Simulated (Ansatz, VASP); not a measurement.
One calculation of ScF, two programs

```
Sc F
1.0
     3.50126    0.00000    0.00000
     0.00000    3.50126    0.00000
     0.00000    0.00000    5.17994
Sc F
2 2
Cartesian
  1.7506 0.0000 3.7764
  0.0000 1.7506 1.4035
  1.7506 1.7506 0.0000
  0.0000 0.0000 0.0000
```

Alike in both runs: functional PBE; k mesh 5 × 5 × 4; occupations gaussian, width 0.2 eV; no spin polarisation.

Ansatz relaxed the structure, and its values are those at the end. VASP's run is a single point on that final structure, the one shown.

|  | VASP | Ansatz |
| --- | --- | --- |
| version | VASP 6.6.1 | Ansatz 0.2.0 |
| potentials or method | VASP PAW PBE potentials, release 64 (Sc_sv, F), cutoff 520 eV | scalar-relativistic, plane waves, PAW |
| valence electrons in the cell | 36 | 36 |

Ansatz gave:

| Quantity | Value |
| --- | --- |
| gap on the k mesh at the Fermi level (eV) | none |
| pressure (GPa) | 0.1 |
| rms of the force components (eV/Å) | 0.001 |

Q: What did VASP give for the same quantities?

A: gap on the k mesh at the Fermi level (eV): none; pressure (GPa): 0.3; rms of the force components (eV/Å): 0.027.

A gap of «none» marks a metal or a gap that the smearing closes. With one functional, cell and mesh, what is left measures potentials, basis and numerics.
